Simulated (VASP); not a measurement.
# Ru (P6_3/mmc) in VASP: a series of runs, part 2 of 2

VASP 6.6.1. The steps go on from the part before.

### 4 Single point, PBE

This run uses another cell than the first one, of 12.59 Å³/atom, 0.927 times its volume.

Contents of INCAR:

```
SYSTEM = Ru
  ALGO = Normal
  EDIFF = 1E-6
  ENCUT = 500
  GGA = PE
  GGA_COMPAT = .FALSE.
  ISIF = 2
  ISMEAR = -1
  LASPH = .TRUE.
  LCHARG = .FALSE.
  LREAL = .FALSE.
  LWAVE = .FALSE.
  NBANDS = 21
  NELM = 120
  PREC = Accurate
  SIGMA = 0.15
```

Contents of KPOINTS:

```
k-points
0
G
  18 18 10
  0 0 0
```

Contents of POSCAR:

```
Ru
1.0
    2.6376255763      0.0000000000      0.0000000000
   -1.3188127882      2.2842507547      0.0000000000
    0.0000000000      0.0000000000      4.1792259207
Ru
2
Direct
    0.3333333333      0.6666666667      0.2500000000
    0.6666666667      0.3333333333      0.7500000000
```

Potentials or basis: VASP PAW PBE potentials, release 64 (Ru_pv).

On the command line:

```
> cat potpaw_PBE.64/Ru_pv/POTCAR > POTCAR
> mpirun -np 1 vasp_std > vasp.out
```

OUTCAR:

```text
SYSTEM = Ru
   EDIFF = 1E-6
   ENCUT = 500
   GGA = PE
   ISIF = 2
   ISMEAR = -1
   LASPH = .TRUE.
   LREAL = .FALSE.
   NELM = 120
   PREC = Accurate

 ion  position               nearest neighbor table
   1  0.333  0.667  0.250-   2 2.59   2 2.59   2 2.59   2 2.59   2 2.59   2 2.59
   2  0.667  0.333  0.750-   1 2.59   1 2.59   1 2.59   1 2.59   1 2.59   1 2.59

  LATTYP: Found a hexagonal cell.
 ALAT       =     2.6376255763
 C/A-ratio  =     1.5844651941

  Lattice vectors:

 A1 = (   2.6376255763,   0.0000000000,   0.0000000000)
[... 190 lines left out ...]
      3     -28.4975      2.00000
      4     -28.2845      2.00000
      5     -28.2845      2.00000
      6     -28.2340      2.00000
[... 565 lines left out ...]
     20      24.6127      0.00000
     21      26.1697      0.00000

 [... further k-points ...]
[... 5 lines left out ...]
  --------------------------------------------------------------------------------------
  -------------------------------------------------------------------------------------
  Total        5.5087178      5.5087178      5.5138292     -0.0000000      0.0000000     -0.0000000
  in kB      350.5163949    350.5163949    350.8416295     -0.0000000      0.0000000     -0.0000000
  external PRESSURE =     350.6248064 kB  Pullay stress =       0.0000000 kB

 VOLUME and BASIS-vectors are now :
 -----------------------------------------------------------------------------
  energy-cutoff  :      500.00
  volume of cell :       25.18
      direct lattice vectors                 reciprocal lattice vectors
     2.637625576  0.000000000  0.000000000     0.379128868  0.218890154  0.000000000
    -1.318812788  2.284250755  0.000000000     0.000000000  0.437780308  0.000000000
     0.000000000  0.000000000  4.179225921     0.000000000  0.000000000  0.239278761

 POSITION                                       TOTAL-FORCE (eV/Angst)
 -----------------------------------------------------------------------------------
     -0.00000      1.52283      1.04481        -0.000000      0.000000      0.000000
      1.31881      0.76142      3.13442         0.000000      0.000000      0.000000
 -----------------------------------------------------------------------------------
    total drift:                               -0.000000      0.000000     -0.000000

  FREE ENERGIE OF THE ION-ELECTRON SYSTEM (eV)
  ---------------------------------------------------
  free  energy   TOTEN  =       -18.2903871962 eV

  energy  without entropy=      -18.1796891078  energy(sigma->0) =      -18.23503815
```

stdout:

```text
POSCAR found type information on POSCAR Ru
 POSCAR found :  1 types and       2 ions
 scaLAPACK will be used
 LDA part: xc-table for (Slater+PW92), standard interpolation
 POSCAR, INCAR and KPOINTS ok, starting setup
 FFT: planning ... GRIDC
 FFT: planning ... GRID_SOFT
 FFT: planning ... GRID
 WAVECAR not read
 entering main loop
```

It took 45 s on 1 thread of Intel Xeon Platinum 8488C (Sapphire Rapids), shared host; peak memory 0.2 GiB.

Results:

| Property | Result |
| --- | --- |
| Free energy | -18.2904 eV |
| Pressure | 35.1 GPa |
| Band gap on the k mesh | zero (band 14 reaches 15.93 eV, above the bottom of band 15 at 12.43 eV) |

Levels at points of the mesh, in eV from the Fermi level:
| k point | band 12 | band 13 | band 14 | band 15 | band 16 | band 17 |
| --- | --- | --- | --- | --- | --- | --- |
| (0.00, 0.00, 0.00) | -2.16 | -2.16 | -1.56 | -1.56 | 1.31 | 1.31 |
| (0.50, 0.00, 0.00) | -1.92 | -1.69 | 1.62 | 2.09 | 2.16 | 4.50 |
| (0.00, 0.00, 0.50) | -3.10 | -2.97 | -2.97 | 0.61 | 0.61 | 0.61 |
| (0.50, 0.00, 0.50) | -1.20 | 0.49 | 0.49 | 1.90 | 1.90 | 3.70 |

### 5 Single point, PBE

This run uses another cell than the first one, of 13.10 Å³/atom, 0.965 times its volume.

Contents of INCAR:

```
SYSTEM = Ru
ALGO = Normal ; EDIFF = 1E-6
ENCUT = 500 ; GGA = PE
GGA_COMPAT = .FALSE. ; ISIF = 2
ISMEAR = -1 ; LASPH = .TRUE.
LCHARG = .FALSE. ; LREAL = .FALSE.
LWAVE = .FALSE. ; NBANDS = 21
NELM = 120 ; PREC = Accurate
SIGMA = 0.15
```

KPOINTS is that of step 4.

Contents of POSCAR:

```
Ru
1.0
    2.6739630167      0.0000000000      0.0000000000
   -1.3369815084      2.3157199012      0.0000000000
    0.0000000000      0.0000000000      4.2303420288
Ru
2
Direct
    0.3333333333      0.6666666667      0.2500000000
    0.6666666667      0.3333333333      0.7500000000
```

On the command line:

```
> cat potpaw_PBE.64/Ru_pv/POTCAR > POTCAR
> mpirun -np 1 vasp_std > vasp.out
```

Wall time 64 s (1 thread of Intel Xeon Platinum 8488C (Sapphire Rapids), shared host); peak memory 0.21 GiB.

It converged, with:

- Free energy: -18.4571 eV
- Pressure: 18.0 GPa
- Band gap on the k mesh: zero (band 14 reaches 15.07 eV, above the bottom of band 15 at 11.77 eV)

Levels at points of the mesh, in eV from the Fermi level:
```csv
k point,band 12,band 13,band 14,band 15,band 16,band 17
"(0.00, 0.00, 0.00)",-2.03,-2.03,-1.48,-1.48,1.24,1.24
"(0.50, 0.00, 0.00)",-1.87,-1.60,1.50,1.95,2.03,4.26
"(0.00, 0.00, 0.50)",-2.93,-2.84,-2.84,0.57,0.57,0.57
"(0.50, 0.00, 0.50)",-1.13,0.46,0.46,1.77,1.77,3.53
```

### 6 Overview

| task | cell | cutoff (eV) | smearing | gap on the mesh (eV) | pressure (GPa) |
| --- | --- | --- | --- | --- | --- |
| relaxation of cell and atoms | relaxed from a = 2.706, b = 2.706, c = 4.282 Å, angles 90.0, 90.0, 120.0°, 2 atoms | 600 | gaussian 0.1 eV | none | 0.0 |
| single point | a = 2.741, b = 2.741, c = 4.323 Å, angles 90.0, 90.0, 120.0°, 2 atoms | 500 | fermi-dirac 0.15 eV | none | -5.9 |
| single point | a = 2.638, b = 2.638, c = 4.179 Å, angles 90.0, 90.0, 120.0°, 2 atoms | 500 | fermi-dirac 0.15 eV | none | 35.1 |
| single point | a = 2.674, b = 2.674, c = 4.230 Å, angles 90.0, 90.0, 120.0°, 2 atoms | 500 | fermi-dirac 0.15 eV | none | 18.0 |

Alike in all rows: level PBE; potentials or basis VASP PAW PBE potentials, release 64 (Ru_pv); no spin polarisation; k mesh 18 × 18 × 10.

Total energies depend on the potentials used, so only differences within one code and one set of settings carry meaning.
